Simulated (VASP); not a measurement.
K3Pd:

```
CELL_PARAMETERS angstrom
5.44501 0.00000 0.00000
0.00000 5.44501 0.00000
0.00000 0.00000 5.44501
ATOMIC_POSITIONS crystal
K 0.50000 0.50000 0.00000
K 0.50000 0.00000 0.50000
K 0.00000 0.50000 0.50000
Pd 0.00000 0.00000 0.00000
```

| Property | Result |
| --- | --- |
| Program | VASP 6.6.1 |
| Task | relaxation of cell and atoms |
| Functional | LDA |
| Potentials or basis | VASP PAW LDA potentials, release 64 (K_sv, Pd) |
| Cutoff | 600 eV |
| k mesh | 9 × 9 × 9 |
| Occupations | fermi-dirac, width 0.1 eV |
| Spin | no spin polarisation |

At the start: pressure -1.7 GPa; volume 40.36 Å³/atom.

Problem. How do energy, volume and symmetry change on relaxing?

Solution. Over 4 steps the energy falls by 44.9 meV/atom and the volume is 32.80 Å³/atom (-18.7 %); space group Pm-3m (No. 221, to 0.1 Å) before and after.

The path:
```tsv
step	energy change (eV)	largest force (eV/Å)	pressure (GPa)	volume (Å³)
1	0.0000	0.0000	-1.67	161.43
2	-0.0897	0.0000	-1.30	151.82
3	-0.1732	0.0000	-0.41	136.87
4	-0.1795	0.0000	0.07	131.20
```

Final structure:
```
K Pd
1.0
     5.08129    0.00000    0.00000
     0.00000    5.08129    0.00000
     0.00000    0.00000    5.08129
K Pd
3 1
Direct
  0.50000 0.50000 0.00000
  0.50000 0.00000 0.50000
  0.00000 0.50000 0.50000
  0.00000 0.00000 0.00000
```

Caveat: the volume moved by over 15 % at a fixed basis, so the end points are rough.
